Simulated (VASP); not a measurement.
# Ni (Fm-3m) in VASP: notebook

The runs below take Ni through single point, relaxation of volume and atoms at fixed shape, with PBEsol+D3(BJ).

Program: VASP 6.6.1. These are calculated values, not measurements. Logs are shortened: lines on timing, memory, paths and dates and some standing lists are left out, and cuts for length are marked.

### Step 1. The cell of the first run

It takes space group Fm-3m (No. 225, cubic). The conventional cell has a = 3.430 Å, b = 3.430 Å, c = 3.430 Å, α = 90.00°, β = 90.00°, γ = 90.00°. Within 3.2 Å of Ni (site symmetry m-3m) lie 12 Ni at 2.43 Å.

### Step 2. Single point, PBEsol+D3(BJ), collinear spin, ferromagnetic start

Input file INCAR:

```
PREC     = Accurate       # precision mode
ENCUT    = 520            # plane-wave cutoff, eV
EDIFF    = 1E-6           # SCF threshold, eV
ISMEAR   = -1             # smearing method
SIGMA    = 0.1            # smearing width, eV
LREAL    = False          # projectors in reciprocal space
LASPH    = True           # aspherical terms in the spheres
NELM     = 150            # most SCF steps
ALGO     = Normal         # electronic algorithm
ISIF     = 2              # what is computed and relaxed
LWAVE    = False          # write WAVECAR
LCHARG   = False          # write CHGCAR
ISPIN    = 2              # spin polarisation
MAGMOM   = 1.5            # initial moments
LORBIT   = 11             # projections on sites
LMAXMIX  = 4              # l up to which the mixer works
GGA      = PS             # functional
IVDW     = 12             # dispersion correction
NBANDS   = 15             # bands
```

Input file KPOINTS:

```
Automatic mesh
0
Gamma
  11 11 11
```

Input file POSCAR:

```
Ni
1.0
    0.0000000000      1.7149728345      1.7149728345
    1.7149728345      0.0000000000      1.7149728345
    1.7149728345      1.7149728345      0.0000000000
Ni
1
Direct
    0.0000000000      0.0000000000      0.0000000000
```

Potentials or basis: VASP PAW PBE potentials, release 64 (Ni).

On the command line:

```console
cat potpaw_PBE.64/Ni/POTCAR > POTCAR
mpirun -np 1 vasp_std > vasp.out
```

OUTCAR:

```text
PREC = Accurate
   ENCUT = 520
   EDIFF = 1E-6
   ISMEAR = -1
   LREAL = False
   LASPH = True
   NELM = 150
   ISIF = 2
   ISPIN = 2
   LORBIT = 11
   GGA = PS
   IVDW = 12
 IVDW          = 12

 ion  position               nearest neighbor table
   1  0.000  0.000  0.000-

  LATTYP: Found a face centered cubic cell.
 ALAT       =     3.4299456690

  Lattice vectors:

 A1 = (   0.0000000000,   1.7149728345,   1.7149728345)
 A2 = (   1.7149728345,   0.0000000000,   1.7149728345)
 A3 = (   1.7149728345,   1.7149728345,   0.0000000000)

Analysis of symmetry for initial positions (statically):
=====================================================================
 Subroutine PRICEL returns:
 Original cell was already a primitive cell.

 Routine SETGRP: Setting up the symmetry group for a
 face centered cubic supercell.

 Subroutine GETGRP returns: Found 48 space group operations
 (whereof 48 operations were pure point group operations)
 out of a pool of 48 trial point group operations.

The static configuration has the point symmetry O_h .

Analysis of symmetry for dynamics (positions and initial velocities):
=====================================================================
 Subroutine PRICEL returns:
 Original cell was already a primitive cell.

 Routine SETGRP: Setting up the symmetry group for a
 face centered cubic supercell.

 Subroutine GETGRP returns: Found 48 space group operations
 (whereof 48 operations were pure point group operations)
 out of a pool of 48 trial point group operations.

The dynamic configuration has the point symmetry O_h .

Analysis of structural, dynamic, and magnetic symmetry:
=====================================================================
 Subroutine PRICEL returns:
 Original cell was already a primitive cell.

 Routine SETGRP: Setting up the symmetry group for a
 face centered cubic supercell.

 Subroutine GETGRP returns: Found 48 space group operations
 (whereof 48 operations were pure point group operations)
 out of a pool of 48 trial point group operations.

The overall configuration has the point symmetry O_h .

 Subroutine INISYM returns: Found 48 space group operations
 (whereof 48 operations are pure point group operations),
 and found     1 'primitive' translations

----------------------------------------------------------------------------------------

                                     Primitive cell

  volume of cell :      10.0879

  direct lattice vectors                    reciprocal lattice vectors
     0.000000000  1.714972834  1.714972834    -0.291549808  0.291549808  0.291549808
     1.714972834  0.000000000  1.714972834     0.291549808 -0.291549808  0.291549808
     1.714972834  1.714972834  0.000000000     0.291549808  0.291549808 -0.291549808

  length of vectors
     2.425337842  2.425337842  2.425337842     0.504979080  0.504979080  0.504979080

  position of ions in fractional coordinates (direct lattice)
     0.000000000  0.000000000  0.000000000

  ion indices of the primitive-cell ions
   primitive index   ion index
                 1           1

----------------------------------------------------------------------------------------

 KPOINTS: Automatic mesh

Automatic generation of k-mesh.
 Grid dimensions read from file:
 generate k-points for:   11   11   11

 Generating k-lattice:

  Cartesian coordinates                     Fractional coordinates (reciprocal lattice)
    -0.026504528  0.026504528  0.026504528     0.090909091  0.000000000  0.000000000
     0.026504528 -0.026504528  0.026504528     0.000000000  0.090909091  0.000000000
     0.026504528  0.026504528 -0.026504528     0.000000000  0.000000000  0.090909091

  Length of vectors
     0.045907189  0.045907189  0.045907189

  Shift w.r.t. Gamma in fractional coordinates (k-lattice)
     0.000000000  0.000000000  0.000000000

 Subroutine IBZKPT returns following result:
 ===========================================

 Found     56 irreducible k-points:

 Following reciprocal coordinates:
            Coordinates               Weight
  0.000000  0.000000  0.000000      1.000000
  0.090909  0.000000  0.000000      8.000000
  0.181818  0.000000  0.000000      8.000000
  0.272727  0.000000  0.000000      8.000000
  0.363636  0.000000  0.000000      8.000000
  0.454545  0.000000  0.000000      8.000000
[... 16 lines left out ...]
 -0.272727  0.181818  0.000000     24.000000
 -0.181818  0.181818  0.000000     12.000000
 [... further k-points ...]
   k-points           NKPTS =     56   k-points in BZ     NKDIM =     56   number of bands    NBANDS=     15
   number of dos      NEDOS =    301   number of ions     NIONS =      1
   total plane-waves  NPLWV =   5832
   dimension x,y,z NGX =    18 NGY =   18 NGZ =   18
   dimension x,y,z NGXF=    36 NGYF=   36 NGZF=   36
   ions per type =               1
   NGX,Y,Z   is equivalent  to a cutoff of  12.34, 12.34, 12.34 a.u.
   NGXF,Y,Z  is equivalent  to a cutoff of  24.68, 24.68, 24.68 a.u.
 SYSTEM =  unknown system
   PREC   = accura    normal or accurate (medium, high low for compatibility)
   ISTART =      0    job   : 0-new  1-cont  2-samecut
   ICHARG =      2    charge: 1-file 2-atom 10-const
   ISPIN  =      2    spin polarized calculation?
   LNONCOLLINEAR =      F non collinear calculations
   LSORBIT =      F    spin-orbit coupling
   LASPH  =      T    aspherical Exc in radial PAW
   ENCUT  =  520.0 eV  38.22 Ry    6.18 a.u.   4.51  4.51  4.51*2*pi/ulx,y,z
   NELM   =    150;   NELMIN=  2; NELMDL= -5     # of ELM steps
   EDIFF  = 0.1E-05   stopping-criterion for ELM
   LREAL  =      F    real-space projection
   EDIFFG = 0.1E-04   stopping-criterion for IOM
   NSW    =      0    number of steps for IOM
   IBRION =     -1    ionic relax: 0-MD 1-quasi-New 2-CG
   NFREE  =      0    steps in history (QN), initial steepest desc. (CG)
   ISIF   =      2    stress and relaxation
   ISYM   =      2    0-nonsym 1-usesym 2-fastsym
   POTIM  = 0.5000    time-step for ionic-motion
   TEBEG  =    0.0;   TEEND  =   0.0 temperature during run
   PSTRESS=    0.0 pullay stress
   NELECT =      10.0000    total number of electrons
   NUPDOWN=      -1.0000    fix difference up-down
   EMIN   =  10.00;   EMAX   =-10.00  energy-range for DOS
   EFERMI =   0.00;   METHOD = LEGACY
   ISMEAR =    -1;   SIGMA  =   0.10  broadening in eV -4-tet -1-fermi 0-gaus
   EFERMI_NEDOS =   21; number of points for ismear=-14 and -15
   IALGO  =     38    algorithm
   IMIX   =      4    mixing-type and parameters
     AMIX     =   0.40;   BMIX     =  1.00
     AMIX_MAG =   1.60;   BMIX_MAG =  1.00
  volume/ion in A,a.u.               =      10.09        68.08
  Fermi-wavevector in a.u.,A,eV,Ry     =   1.632329  3.084654 36.252677  2.664497
  Thomas-Fermi vector in A             =   2.724317
   LORBIT       =     11    0 simple, 1 ext, 2 COOP (PROOUT), +10 PAW based schemes
   GGA     = PS    functional components
   LHFCALC =     F    Hartree Fock is set to
   AEXX    =    0.0000 exact exchange contribution
   IVDW    =    12    specifies the selected vdW correction
   LEPSILON=     F    determine dielectric tensor
   LRPA    =     F    only Hartree local field effects (RPA)
 spin polarized calculation
  energy-cutoff  :      520.00
  volume of cell :       10.09
 maximum number of plane-waves:       285
 NGX is ok and might be reduce to    18
   NGX =  9   NGY =  9   NGZ =  9

 number of electron      10.0000000 magnetization       1.5000000

 number of electron       9.9999990 magnetization       0.5679122

 Free energy of the ion-electron system (eV)
  ---------------------------------------------------
  ext. energy  EPLUGINS =         0.00000000
  ---------------------------------------------------
  free energy    TOTEN  =        -6.15800473 eV

  energy without entropy =       -6.10717137  energy(sigma->0) =       -6.13258805

 E-fermi :  10.2739     XC(G=0): -13.8899

 val. band max:       10.2725893766   @ k =   0.3636   0.2727   0.0000
 cond. band min:      10.2778352782   @ k =  -0.4545   0.4545   0.0000
 fundamental gap:      0.0052459016
 Fermi energy:        10.2739081961

 spin component 1

 k-point     1 :       0.0000    0.0000    0.0000
  band No.  band energies     occupation
      1       0.7003      1.00000
      2       7.7080      1.00000
      3       7.7080      1.00000
      4       7.7080      1.00000
      5       8.9947      1.00000
      6       8.9947      1.00000
      7      34.6353      0.00000
      8      39.0720      0.00000
      9      39.0720      0.00000
     10      39.0720      0.00000
     11      42.2796      0.00000
     12      42.2796      0.00000
     13      42.2796      0.00000
     14      45.0950      0.00000
     15      52.2700      0.00000
[... 397 lines left out ...]
 k-point    24 :      -0.1818    0.1818    0.0000
  band No.  band energies     occupation
      1       3.9226      1.00000
      2       7.0327      1.00000
      3       7.8120      1.00000
      4       8.4102      1.00000
      5       8.5099      1.00000
      6       9.8539      0.98523
      7      26.3914      0.00000
      8      27.2556      0.00000
      9      37.3803      0.00000
     10      38.6194      0.00000
     11      40.4905      0.00000
     12      43.8222      0.00000
     13      44.8272      0.00000
     14      50.4638      0.00000
     15      53.5023      0.00000

 [... further k-points ...]

 spin component 2

 k-point     1 :       0.0000    0.0000    0.0000
  band No.  band energies     occupation
      1       0.6886      1.00000
      2       8.3594      1.00000
      3       8.3594      1.00000
      4       8.3594      1.00000
      5       9.5617      0.99919
      6       9.5617      0.99919
      7      34.5332      0.00000
      8      39.0655      0.00000
      9      39.0655      0.00000
     10      39.0655      0.00000
     11      42.3911      0.00000
     12      42.3911      0.00000
     13      42.3911      0.00000
     14      45.0049      0.00000
     15      52.4611      0.00000
[... 397 lines left out ...]
 k-point    24 :      -0.1818    0.1818    0.0000
  band No.  band energies     occupation
      1       3.9505      1.00000
      2       7.6107      1.00000
      3       8.3765      1.00000
      4       9.0489      1.00000
      5       9.0929      0.99999
      6      10.4749      0.11820
      7      26.5485      0.00000
      8      27.3425      0.00000
      9      37.3738      0.00000
     10      38.6923      0.00000
     11      40.4406      0.00000
     12      43.8937      0.00000
     13      44.9409      0.00000
     14      50.7021      0.00000
     15      53.4998      0.00000

 [... further k-points ...]

------------------------ aborting loop because EDIFF is reached ----------------------------------------

 Edisp (eV)   -0.45019

 E8    (eV) :    -0.2951

  FORCE on cell =-STRESS in cart. coord.  units (eV):
  Direction    XX          YY          ZZ          XY          YZ          ZX
  --------------------------------------------------------------------------------------
  -------------------------------------------------------------------------------------
  Total       0.00356     0.00356     0.00356     0.00000    -0.00000    -0.00000
  in kB       0.56482     0.56482     0.56482     0.00000    -0.00000    -0.00000
  external pressure =        0.56 kB  Pullay stress =        0.00 kB

 VOLUME and BASIS-vectors are now :
 -----------------------------------------------------------------------------
  energy-cutoff  :      520.00
  volume of cell :       10.09
      direct lattice vectors                 reciprocal lattice vectors
     0.000000000  1.714972834  1.714972834    -0.291549808  0.291549808  0.291549808
     1.714972834  0.000000000  1.714972834     0.291549808 -0.291549808  0.291549808
     1.714972834  1.714972834  0.000000000     0.291549808  0.291549808 -0.291549808

 POSITION                                       TOTAL-FORCE (eV/Angst)
 -----------------------------------------------------------------------------------
      0.00000      0.00000      0.00000         0.000000      0.000000      0.000000
 -----------------------------------------------------------------------------------
    total drift:                                0.000000     -0.000000     -0.000000

  FREE ENERGIE OF THE ION-ELECTRON SYSTEM (eV)
  ---------------------------------------------------
  free  energy   TOTEN  =        -6.6081964582 eV

  energy  without entropy=       -6.5573631001  energy(sigma->0) =       -6.58277978

 total charge

# of ion       s       p       d       tot
------------------------------------------
    1        0.534   0.575   8.351   9.460

 magnetization (x)

# of ion       s       p       d       tot
------------------------------------------
    1       -0.007  -0.025   0.604   0.572
```

Wall time 26 s (1 thread of Intel Xeon 8259CL, shared host); peak memory 0.14 GiB.

Results:

```yaml
Free_energy: -6.6082 eV
Pressure: 0.1 GPa
Net_moment: 0.57 μB per cell
Site_moments: Ni +0.57 μB
Valence_electrons_inside_the_program's_atomic_spheres: Ni 9.46
Dispersion_energy_per_atom: -0.450 eV
```

Levels at points of the mesh, in eV from the Fermi level:
Spin up:
```csv
k point,band 2,band 3,band 4,band 5,band 6,band 7,band 8,band 9
"(0.00, 0.00, 0.00)",-2.57,-2.57,-2.57,-1.28,-1.28,24.36,28.80,28.80
```
Spin down:
```csv
k point,band 3,band 4,band 5,band 6,band 7,band 8
"(0.00, 0.00, 0.00)",-1.91,-1.91,-0.71,-0.71,24.26,28.79
```

Caveat: the PAW data sets were made with another functional, which shifts forces and pressure a little.

### Step 3. Relaxation of volume and atoms at fixed shape, PBEsol+D3(BJ), collinear spin, ferromagnetic start

This run uses another cell than the first one, of 10.94 Å³/atom.

Input file INCAR:

```
SYSTEM = Ni
  PREC = Accurate
  ENCUT = 600
  EDIFF = 1E-7
  ISMEAR = -1
  SIGMA = 0.1
  LREAL = .False.
  LASPH = .True.
  NELM = 150
  ALGO = Normal
  ISIF = 8
  LWAVE = .False.
  LCHARG = .False.
  ISPIN = 2
  MAGMOM = 1.5
  LORBIT = 11
  LMAXMIX = 4
  GGA = PS
  IVDW = 12
  IBRION = 2
  NSW = 80
  EDIFFG = -0.01
```

Input file KPOINTS:

```
regular mesh
0
Gamma
  11 11 11
  0 0 0
```

Input file POSCAR:

```
Ni
1.0
    0.0000000000      1.7619350000      1.7619350000
    1.7619350000      0.0000000000      1.7619350000
    1.7619350000      1.7619350000      0.0000000000
Ni
1
Direct
    0.0000000000      0.0000000000      0.0000000000
```

Potentials or basis: VASP PAW PBE potentials, release 64 (Ni).

On the command line:

```console
cat potpaw_PBE.64/Ni/POTCAR > POTCAR
mpirun -np 1 vasp_std > vasp.out
```

Run time: 90 s. Hardware: 1 thread of Intel Xeon 8259CL, shared host; peak memory 0.16 GiB.

The run converged. Its results:

- Free energy: -6.6086 eV
- Relaxed volume: 10.07 Å³/atom
- Relaxed cell: a = 2.424 Å, b = 2.424 Å, c = 2.424 Å, α = 60.00°, β = 60.00°, γ = 60.00°
- Space group after relaxing (to 0.1 Å): Fm-3m (No. 225)
- Energy gained by relaxing: 48.2 meV/atom
- Ionic steps: 4
- Pressure after relaxing: 0.1 GPa
- Net moment: 0.57 μB per cell
- Site moments: Ni +0.57 μB
- Valence electrons inside the program's atomic spheres: Ni 9.46
- Dispersion energy per atom: -0.451 eV

The path:
```tsv
step	energy change (eV)	largest force (eV/Å)	pressure (GPa)	volume (Å³)
1	0.0000	0.0000	-16.49	10.94
2	0.0135	0.0000	26.09	9.25
3	-0.0482	0.0000	-0.31	10.09
4	-0.0482	0.0000	0.09	10.07
```

Final structure:
```
Ni
1.0
     0.00000    1.71421    1.71421
     1.71421    0.00000    1.71421
     1.71421    1.71421    0.00000
Ni
1
Direct
  0.00000 0.00000 0.00000
```

Levels at points of the mesh, in eV from the Fermi level:
Spin up:
| k point | band 3 | band 4 | band 5 | band 6 | band 7 | band 8 |
| --- | --- | --- | --- | --- | --- | --- |
| (0.00, 0.00, 0.00) | -2.57 | -2.57 | -1.28 | -1.28 | 24.37 | 28.82 |
Spin down:
| k point | band 3 | band 4 | band 5 | band 6 | band 7 | band 8 |
| --- | --- | --- | --- | --- | --- | --- |
| (0.00, 0.00, 0.00) | -1.92 | -1.92 | -0.71 | -0.71 | 24.27 | 28.81 |

Caveat: the PAW data sets were made with another functional, which shifts forces and pressure a little.
